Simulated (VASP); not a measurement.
## Zn2GeN2: single point with PBE

Crystal: Zn2GeN2.

```xyz
5
Lattice="4.2399 0.0000 0.0000 -2.1200 3.6719 0.0000 0.0000 0.0000 10.0273" Properties=species:S:1:pos:R:3 pbc="T T T"
Zn    0.0000    2.4479    4.3252
Zn    2.1200    1.2240    5.7021
Ge    0.0000    0.0000    5.0137
N     0.0000    0.0000    9.4762
N     0.0000    0.0000    0.5512
```

The cell was generated, and may not be a known phase.

```
Program                : VASP 6.6.1
Task                   : single point
Functional             : PBE
Potentials or basis    : VASP PAW PBE potentials, release 64 (Zn, Ge_d, N)
Cutoff                 : 520 eV
k mesh                 : 6 × 6 × 2
Occupations            : gaussian, width 0.1 eV
Spin                   : no spin polarisation
Dipole correction      : no
Further INCAR settings : ALGO = Normal; EDIFF = 1e-07; NBANDS = 32
```

```yaml
Pressure: 0.7 GPa
Largest_force: 1.764 eV/Å
Band_gap_on_the_k_mesh: zero (bands 24 and 25 overlap by 1.21 eV)
```

Forces on the atoms (eV/Å):
```
Zn   0.000  0.000 -0.013
Zn   0.000  0.000  0.013
Ge   0.000  0.000  0.000
N    0.000  0.000 -1.764
N    0.000  0.000  1.764
```

Stress tensor (GPa, compression positive):
```
-0.04  0.00  0.00
 0.00 -0.04  0.00
 0.00  0.00  2.11
```

Levels at points of the mesh, in eV from the Fermi level:
```
           k point  band 21  band 22  band 23  band 24  band 25  band 26  band 27  band 28
(0.00, 0.00, 0.00)    -6.39    -2.82     0.64     0.64     0.73     2.16     2.16     2.51
(0.50, 0.00, 0.00)    -6.24    -5.67    -1.61    -0.60    -0.57     1.38     2.05     2.05
(0.00, 0.00, 0.50)    -6.40    -2.79     0.64     0.64     0.72     2.16     2.16     2.52
(0.50, 0.00, 0.50)    -6.25    -5.68    -1.61    -0.58    -0.56     1.54     1.74     2.06
```

Wall time 81 s on 1 thread of Intel Xeon 8259CL, on a shared host, peak memory 0.3 GiB.

Caveat: the standard files for N, O and F lose accuracy on very short bonds; forces of over 1 eV/Å act on the atoms, so gaps and moduli don't describe the material at rest.
